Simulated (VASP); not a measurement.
# CsI (P4/mmm) in VASP: further runs

CsI is run at these levels: LDA; tasks: single point.

All numbers are computed with VASP 6.6.1; they aren't measurements. Logs are shortened: lines on timing, memory, paths and dates and some standing lists are left out, and cuts for length are marked.

## 1. The cell of the first run

The structure is tetragonal, space group P4/mmm (No. 123). Conventional cell: a = 4.475 Å, b = 4.475 Å, c = 4.567 Å, α = 90.00°, β = 90.00°, γ = 90.00°. Cs (site symmetry 4/mmm) has 8 I at 3.90 Å and 6 Cs at 4.48 to 4.57 Å within 5.1 Å. Within 5.1 Å of I (site symmetry 4/mmm) lie 8 Cs at 3.90 Å and 6 I at 4.48 to 4.57 Å.

## 2. Single point, LDA (equal xx and yy strain of -2 %)

The input, INCAR:

```
SYSTEM = CsI
PREC = Accurate
ENCUT = 500
EDIFF = 1E-6
ISMEAR = -1
SIGMA = 0.01
LREAL = .FALSE.
LASPH = .TRUE.
NELM = 120
ALGO = Normal
ISIF = 2
LWAVE = .FALSE.
LCHARG = .FALSE.
GGA = CA
NBANDS = 15
GGA_COMPAT = .FALSE.
```

The input, KPOINTS:

```
Automatic mesh
0
G
  7 7 7
  0 0 0
```

The input, POSCAR:

```
CsI
1.0
    4.4753660000      0.0000000000      0.0000000000
    0.0000000000      4.4753660000      0.0000000000
    0.0000000000      0.0000000000      4.5667000000
Cs I
1 1
Direct
    0.0000000000      0.0000000000      0.0000000000
    0.5000000000      0.5000000000      0.5000000000
```

Potentials or basis: VASP PAW LDA potentials, release 64 (Cs_sv, I).

Run with:

```bash
cat potpaw_LDA.64/Cs_sv/POTCAR potpaw_LDA.64/I/POTCAR > POTCAR
mpirun -np 1 vasp_std > vasp.out
```

OUTCAR:

```text
SYSTEM = CsI
   PREC = Accurate
   ENCUT = 500
   EDIFF = 1E-6
   ISMEAR = -1
   LREAL = .FALSE.
   LASPH = .TRUE.
   NELM = 120
   ISIF = 2
   GGA = CA

 ion  position               nearest neighbor table
   1  0.000  0.000  0.000-
   2  0.500  0.500  0.500-

  LATTYP: Found a simple tetragonal cell.
 ALAT       =     4.4753660000
 C/A-ratio  =     1.0204081633

  Lattice vectors:

 A1 = (   4.4753660000,   0.0000000000,   0.0000000000)
 A2 = (   0.0000000000,   4.4753660000,   0.0000000000)
 A3 = (   0.0000000000,   0.0000000000,   4.5667000000)

Analysis of symmetry for initial positions (statically):
=====================================================================
 Subroutine PRICEL returns:
 Original cell was already a primitive cell.

 Routine SETGRP: Setting up the symmetry group for a
 simple tetragonal supercell.

 Subroutine GETGRP returns: Found 16 space group operations
 (whereof 16 operations were pure point group operations)
 out of a pool of 16 trial point group operations.

The static configuration has the point symmetry D_4h.

Analysis of symmetry for dynamics (positions and initial velocities):
=====================================================================
 Subroutine PRICEL returns:
 Original cell was already a primitive cell.

 Routine SETGRP: Setting up the symmetry group for a
 simple tetragonal supercell.

 Subroutine GETGRP returns: Found 16 space group operations
 (whereof 16 operations were pure point group operations)
 out of a pool of 16 trial point group operations.

The dynamic configuration has the point symmetry D_4h.

 Subroutine INISYM returns: Found 16 space group operations
 (whereof 16 operations are pure point group operations),
 and found     1 'primitive' translations

----------------------------------------------------------------------------------------

                                     Primitive cell

  volume of cell :      91.4660

  direct lattice vectors                    reciprocal lattice vectors
     4.475366000  0.000000000  0.000000000     0.223445412  0.000000000  0.000000000
     0.000000000  4.475366000  0.000000000     0.000000000  0.223445412  0.000000000
     0.000000000  0.000000000  4.566700000     0.000000000  0.000000000  0.218976504

  length of vectors
[... 83 lines left out ...]
   LREAL  =      F    real-space projection
   EDIFFG = 0.1E-04   stopping-criterion for IOM
   NSW    =      0    number of steps for IOM
   IBRION =     -1    ionic relax: 0-MD 1-quasi-New 2-CG
   NFREE  =      0    steps in history (QN), initial steepest desc. (CG)
   ISIF   =      2    stress and relaxation
   ISYM   =      2    0-nonsym 1-usesym 2-fastsym
   POTIM  = 0.5000    time-step for ionic-motion
   TEBEG  =    0.0;   TEEND  =   0.0 temperature during run
   PSTRESS=    0.0 pullay stress
   NELECT =      16.0000    total number of electrons
   NUPDOWN=      -1.0000    fix difference up-down
   EMIN   =  10.00;   EMAX   =-10.00  energy-range for DOS
   EFERMI =   0.00;   METHOD = LEGACY
   ISMEAR =    -1;   SIGMA  =   0.01  broadening in eV -4-tet -1-fermi 0-gaus
   EFERMI_NEDOS =   21; number of points for ismear=-14 and -15
   IALGO  =     38    algorithm
   IMIX   =      4    mixing-type and parameters
     AMIX     =   0.40;   BMIX     =  1.00
     AMIX_MAG =   1.60;   BMIX_MAG =  1.00
  volume/ion in A,a.u.               =      45.73       308.62
  Fermi-wavevector in a.u.,A,eV,Ry     =   0.915577  1.730190 11.405513  0.838282
  Thomas-Fermi vector in A             =   2.040335
   LORBIT       =      0    0 simple, 1 ext, 2 COOP (PROOUT), +10 PAW based schemes
   GGA     = CA    functional components
   LHFCALC =     F    Hartree Fock is set to
   AEXX    =    0.0000 exact exchange contribution
   IVDW    =     0    specifies the selected vdW correction
   LEPSILON=     F    determine dielectric tensor
   LRPA    =     F    only Hartree local field effects (RPA)
 non-spin polarized calculation
  energy-cutoff  :      500.00
  volume of cell :       91.47
 maximum number of plane-waves:      2345
 NGX is ok and might be reduce to    36
   NGX = 17   NGY = 17   NGZ = 17

 number of electron      15.9999999 magnetization

 Free energy of the ion-electron system (eV)
  ---------------------------------------------------
  ext. energy  EPLUGINS =         0.00000000
  ---------------------------------------------------
  free energy    TOTEN  =        -6.16813034 eV

  energy without entropy =       -6.16813034  energy(sigma->0) =       -6.16813034

 E-fermi :   1.1269     XC(G=0):  -8.2459

 val. band max:        0.9116608844   @ k =   0.4286   0.0000   0.4286
 cond. band min:       4.5676304227   @ k =   0.0000   0.0000   0.0000
 fundamental gap:      3.6559695383
 Fermi energy:         1.1268666663

 k-point     1 :       0.0000    0.0000    0.0000
  band No.  band energies     occupation
      1     -19.3853      2.00000
      2      -9.8757      2.00000
      3      -6.0969      2.00000
      4      -6.0667      2.00000
      5      -6.0667      2.00000
      6       0.7652      2.00000
      7       0.8579      2.00000
      8       0.8579      2.00000
      9       4.5676      0.00000
     10       4.7966      0.00000
     11       4.8333      0.00000
     12       8.6182      0.00000
     13       8.6182      0.00000
     14       8.7796      0.00000
[... 401 lines left out ...]
      2      -9.7811      2.00000
      3      -6.4183      2.00000
      4      -6.2922      2.00000
      5      -5.9637      2.00000
      6      -0.3154      2.00000
      7       0.2018      2.00000
      8       0.8284      2.00000
      9       5.4733      0.00000
     10       6.1721      0.00000
     11       7.3445      0.00000
     12       7.7179      0.00000
     13       7.9846      0.00000
     14       9.1777      0.00000
     15       9.6846      0.00000

 [... further k-points ...]
[... 5 lines left out ...]
  --------------------------------------------------------------------------------------
  -------------------------------------------------------------------------------------
  Total       -0.4688257     -0.4688257     -0.6766336      0.0000000      0.0000000     -0.0000000
  in kB       -8.2122544     -8.2122544    -11.8523523      0.0000000      0.0000000     -0.0000000
  external PRESSURE =      -9.4256204 kB  Pullay stress =       0.0000000 kB

 VOLUME and BASIS-vectors are now :
 -----------------------------------------------------------------------------
  energy-cutoff  :      500.00
  volume of cell :       91.47
      direct lattice vectors                 reciprocal lattice vectors
     4.475366000  0.000000000  0.000000000     0.223445412  0.000000000  0.000000000
     0.000000000  4.475366000  0.000000000     0.000000000  0.223445412  0.000000000
     0.000000000  0.000000000  4.566700000     0.000000000  0.000000000  0.218976504

 POSITION                                       TOTAL-FORCE (eV/Angst)
 -----------------------------------------------------------------------------------
      0.00000      0.00000      0.00000         0.000000      0.000000      0.000000
      2.23768      2.23768      2.28335         0.000000      0.000000      0.000000
 -----------------------------------------------------------------------------------
    total drift:                               -0.000000      0.000000      0.000000

  FREE ENERGIE OF THE ION-ELECTRON SYSTEM (eV)
  ---------------------------------------------------
  free  energy   TOTEN  =        -6.1681303430 eV

  energy  without entropy=       -6.1681303430  energy(sigma->0) =       -6.16813034
```

Wall time 42 s (1 thread of AMD EPYC 7R43 (Zen 3), shared host); peak memory 0.17 GiB.

Results:

* Free energy: -6.1681 eV
* Pressure: -0.9 GPa
* Band gap on the k mesh: 3.66 eV, indirect (least direct gap 3.71 eV)

Stress tensor (GPa, compression positive):
```
-0.82  0.00  0.00
 0.00 -0.82  0.00
 0.00  0.00 -1.19
```

Caveat: the cell differs from its parent crystal (equal xx and yy strain of -2 %); spin-orbit coupling is left out, which moves the levels of the heavy elements. A k mesh can miss the band edges.

## 3. Single point, LDA (equal xx and yy strain of -1 %)

The input, INCAR:

```
SYSTEM = CsI
PREC = Accurate
ENCUT = 500
EDIFF = 1E-6
ISMEAR = -1
SIGMA = 0.01
LREAL = .False.
LASPH = .True.
NELM = 120
ALGO = Normal
ISIF = 2
LWAVE = .False.
LCHARG = .False.
GGA = CA
NBANDS = 15
GGA_COMPAT = .False.
```

The input, KPOINTS:

```
regular mesh
0
Gamma
  7 7 7
  0 0 0
```

The input, POSCAR:

```
CsI
1.0
    4.5210330000      0.0000000000      0.0000000000
    0.0000000000      4.5210330000      0.0000000000
    0.0000000000      0.0000000000      4.5667000000
Cs I
1 1
Direct
    0.0000000000      0.0000000000      0.0000000000
    0.5000000000      0.5000000000      0.5000000000
```

Potentials or basis: VASP PAW LDA potentials, release 64 (Cs_sv, I).

Run with:

```bash
cat potpaw_LDA.64/Cs_sv/POTCAR potpaw_LDA.64/I/POTCAR > POTCAR
mpirun -np 1 vasp_std > vasp.out
```

Run time: 40 s. Hardware: 1 thread of AMD EPYC 7R43 (Zen 3), shared host; peak memory 0.17 GiB.

It converged, with:

* Free energy: -6.1569 eV
* Pressure: -1.2 GPa
* Band gap on the k mesh: 3.61 eV, indirect (least direct gap 3.67 eV)

Stress tensor (GPa, compression positive):
```
-1.11  0.00  0.00
 0.00 -1.11  0.00
 0.00  0.00 -1.29
```

Levels at points of the mesh, in eV from the valence-band top:
```
           k point  band 6  band 7  band 8  band 9  band 10  band 11
(0.00, 0.00, 0.00)   -0.10   -0.06   -0.06    3.61     3.93     3.96
```

Caveat: the cell differs from its parent crystal (equal xx and yy strain of -1 %); spin-orbit coupling is left out, which moves the levels of the heavy elements.

## 4. Single point, LDA (zz strain of -2 %)

The input, INCAR:

```
ALGO = Normal
EDIFF = 1E-6
ENCUT = 500
GGA_COMPAT = False
ISIF = 2
ISMEAR = -1
LASPH = True
LCHARG = False
LREAL = False
LWAVE = False
NBANDS = 15
NELM = 120
PREC = Accurate
SIGMA = 0.01
```

The input, KPOINTS:

```
k-points
0
Gamma
  7 7 7
```

The input, POSCAR:

```
CsI
1.0
    4.5667000000      0.0000000000      0.0000000000
    0.0000000000      4.5667000000      0.0000000000
    0.0000000000      0.0000000000      4.4753660000
Cs I
1 1
Direct
    0.0000000000      0.0000000000      0.0000000000
    0.5000000000      0.5000000000      0.5000000000
```

Potentials or basis: VASP PAW LDA potentials, release 64 (Cs_sv, I).

Run with:

```bash
cat potpaw_LDA.64/Cs_sv/POTCAR potpaw_LDA.64/I/POTCAR > POTCAR
mpirun -np 1 vasp_std > vasp.out
```

OUTCAR:

```text
EDIFF = 1E-6
   ENCUT = 500
   ISIF = 2
   ISMEAR = -1
   LASPH = True
   LREAL = False
   NELM = 120
   PREC = Accurate

 ion  position               nearest neighbor table
   1  0.000  0.000  0.000-
   2  0.500  0.500  0.500-

  LATTYP: Found a simple tetragonal cell.
 ALAT       =     4.5667000000
 C/A-ratio  =     0.9800000000

  Lattice vectors:

 A1 = (   4.5667000000,   0.0000000000,   0.0000000000)
 A2 = (   0.0000000000,   4.5667000000,   0.0000000000)
 A3 = (   0.0000000000,   0.0000000000,   4.4753660000)

[... 607 lines left out ...]
     11       7.1124      0.00000
     12       7.5002      0.00000
     13       7.8076      0.00000
     14       9.0061      0.00000
     15       9.6458      0.00000

 [... further k-points ...]
[... 5 lines left out ...]
  --------------------------------------------------------------------------------------
  -------------------------------------------------------------------------------------
  Total       -0.7502907     -0.7502907     -0.5401680      0.0000000      0.0000000      0.0000000
  in kB      -12.8797258    -12.8797258     -9.2726945      0.0000000      0.0000000      0.0000000
  external PRESSURE =     -11.6773820 kB  Pullay stress =       0.0000000 kB

 VOLUME and BASIS-vectors are now :
 -----------------------------------------------------------------------------
  energy-cutoff  :      500.00
  volume of cell :       93.33
      direct lattice vectors                 reciprocal lattice vectors
     4.566700000  0.000000000  0.000000000     0.218976504  0.000000000  0.000000000
     0.000000000  4.566700000  0.000000000     0.000000000  0.218976504  0.000000000
     0.000000000  0.000000000  4.475366000     0.000000000  0.000000000  0.223445412

 POSITION                                       TOTAL-FORCE (eV/Angst)
 -----------------------------------------------------------------------------------
      0.00000      0.00000      0.00000         0.000000      0.000000      0.000000
      2.28335      2.28335      2.23768         0.000000      0.000000      0.000000
 -----------------------------------------------------------------------------------
    total drift:                               -0.000000      0.000000      0.000000

  FREE ENERGIE OF THE ION-ELECTRON SYSTEM (eV)
  ---------------------------------------------------
  free  energy   TOTEN  =        -6.1559379677 eV

  energy  without entropy=       -6.1559379677  energy(sigma->0) =       -6.15593797
```

OSZICAR:

```text
N       E                     dE             d eps       ncg     rms          rms(c)
DAV:   1     0.835141818562E+02    0.83514E+02   -0.60981E+03  1200   0.864E+02
DAV:   2     0.793095326217E+00   -0.82721E+02   -0.75986E+02  1758   0.140E+02
DAV:   3    -0.620658026428E+01   -0.69997E+01   -0.69707E+01  1529   0.448E+01
DAV:   4    -0.630076969927E+01   -0.94189E-01   -0.94180E-01  1570   0.634E+00
DAV:   5    -0.630169256222E+01   -0.92286E-03   -0.92286E-03  1609   0.591E-01    0.159E+00
DAV:   6    -0.618601900270E+01    0.11567E+00   -0.83320E-02  1445   0.148E+00    0.109E+00
DAV:   7    -0.615672308238E+01    0.29296E-01   -0.67927E-02  1494   0.129E+00    0.477E-01
DAV:   8    -0.615607238162E+01    0.65070E-03   -0.82188E-03  1347   0.442E-01    0.772E-02
DAV:   9    -0.615592431663E+01    0.14806E-03   -0.32236E-04  1634   0.117E-01    0.467E-02
DAV:  10    -0.615594850996E+01   -0.24193E-04   -0.12791E-04  1305   0.467E-02    0.255E-02
DAV:  11    -0.615593974048E+01    0.87695E-05   -0.58357E-05  1473   0.355E-02    0.599E-03
DAV:  12    -0.615593797109E+01    0.17694E-05   -0.48399E-06  1368   0.126E-02    0.209E-03
DAV:  13    -0.615593796771E+01    0.33875E-08   -0.39569E-07   803   0.303E-03
   1 F= -.61559380E+01 E0= -.61559380E+01  d E =-.370921E-12
```

stdout:

```text
POSCAR found type information on POSCAR CsI
 POSCAR found :  2 types and       2 ions
 scaLAPACK will be used
 LDA part: xc-table for (Slater(with rela. corr.)+CA(PZ))
 , standard interpolation
 POSCAR, INCAR and KPOINTS ok, starting setup
 FFT: planning ... GRIDC
 FFT: planning ... GRID_SOFT
 FFT: planning ... GRID
 WAVECAR not read
 entering main loop
```

Wall time 37 s (1 thread of AMD EPYC 7R43 (Zen 3), shared host); peak memory 0.17 GiB.

What came out:

```yaml
Free_energy: -6.1559 eV
Pressure: -1.2 GPa
Band_gap_on_the_k_mesh: 3.56 eV, indirect (least direct gap 3.62 eV)
```

Levels at points of the mesh, in eV from the valence-band top:
```
           k point  band 5  band 6  band 7  band 8  band 9  band 10  band 11  band 12
(0.00, 0.00, 0.00)   -7.02   -0.15   -0.15   -0.06    3.56     3.87     3.93     7.58
```

Caveat: the cell differs from its parent crystal (zz strain of -2 %); spin-orbit coupling is left out, which moves the levels of the heavy elements.

## 5. Summary

| cell | gap on the mesh (eV) | pressure (GPa) |
| --- | --- | --- |
| a = 4.475, b = 4.475, c = 4.567 Å, 2 atoms | 3.66 | -0.9 |
| a = 4.521, b = 4.521, c = 4.567 Å, 2 atoms | 3.61 | -1.2 |
| a = 4.567, b = 4.567, c = 4.475 Å, 2 atoms | 3.56 | -1.2 |

Alike in all rows: task single point; level LDA; potentials or basis VASP PAW LDA potentials, release 64 (Cs_sv, I); no spin polarisation; k mesh 7 × 7 × 7; cutoff (eV) 500; smearing fermi-dirac 0.01 eV.

Caveats: spin-orbit coupling is left out, which moves the levels of the heavy elements.

Absolute energies hang on the potentials; compare differences alone.
